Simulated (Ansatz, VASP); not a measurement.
One calculation of TiC, two programs

```
CELL_PARAMETERS angstrom
0.00000 2.09908 2.16400
2.09908 0.00000 2.16400
2.09908 2.09908 0.00000
ATOMIC_POSITIONS crystal
Ti 0.00000 0.00000 0.00000
C 0.50000 0.50000 0.50000
```

Change from the starting cell: strain -0.030 along x and y, +0.000 along z, atoms carried along.

Alike in both runs: task single point; functional r2SCAN; k mesh 18 × 18 × 18; occupations gaussian, width 0.15 eV; no spin polarisation.

|  | VASP | Ansatz |
| --- | --- | --- |
| version | VASP 6.6.1 | Ansatz 0.2.0 |
| potentials or method | VASP PAW PBE potentials, release 64 (Ti_sv, C), cutoff 520 eV | scalar-relativistic, plane waves, PAW |
| valence electrons in the cell | 16 | 16 |

Ansatz gave:

| Item | Value |
| --- | --- |
| gap on the k mesh at the Fermi level (eV) | none |
| pressure (GPa) | 18.5 |
| traceless stress, the component that is largest in VASP (GPa) | -10.18 |

Question: What did VASP give for the same quantities?

Answer: gap on the k mesh at the Fermi level (eV): none; pressure (GPa): 19.6; traceless stress, the component that is largest in VASP (GPa): -10.29.

VASP's potentials were made for PBE, not for r2SCAN. A gap of «none» marks a metal or a gap that the smearing closes. The functional is the same, so the differences come from potentials, cutoffs and numerics.
